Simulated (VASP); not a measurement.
Input of a VASP 6.6.1 run:

The input INCAR:

```
SYSTEM = Nb
PREC = Accurate
ENCUT = 500
EDIFF = 1E-6
ISMEAR = 0
SIGMA = 0.1
LREAL = .FALSE.
LASPH = .TRUE.
NELM = 120
ALGO = Normal
ISIF = 2
LWAVE = .FALSE.
LCHARG = .FALSE.
GGA = RP
NBANDS = 20
GGA_COMPAT = .FALSE.
```

The input KPOINTS:

```
Automatic mesh
0
G
  7 7 7
  0 0 0
```

File POSCAR:

```
Nb
1.0
    0.0000000000      2.9760248610      2.9760248610
    2.9760248610      0.0000000000      2.9760248610
    2.9760248610      2.9760248610      0.0000000000
Nb
2
Direct
    1.0000000000      1.0000000000      1.0000000000
    0.2500000000      0.2500000000      0.2500000000
```

Potentials or basis: VASP PAW PBE potentials, release 64 (Nb_sv).

Command:

```console
$ cat potpaw_PBE.64/Nb_sv/POTCAR > POTCAR
$ mpirun -np 1 vasp_std > vasp.out
```

Question: Estimate the pressure.

Answer: -0.1 GPa.

Question: Estimate the band gap on the k mesh.

Answer: Zero (bands 13 and 14 overlap by 0.86 eV).

Caveat: the PAW data sets were made with another functional, which shifts forces and pressure a little.
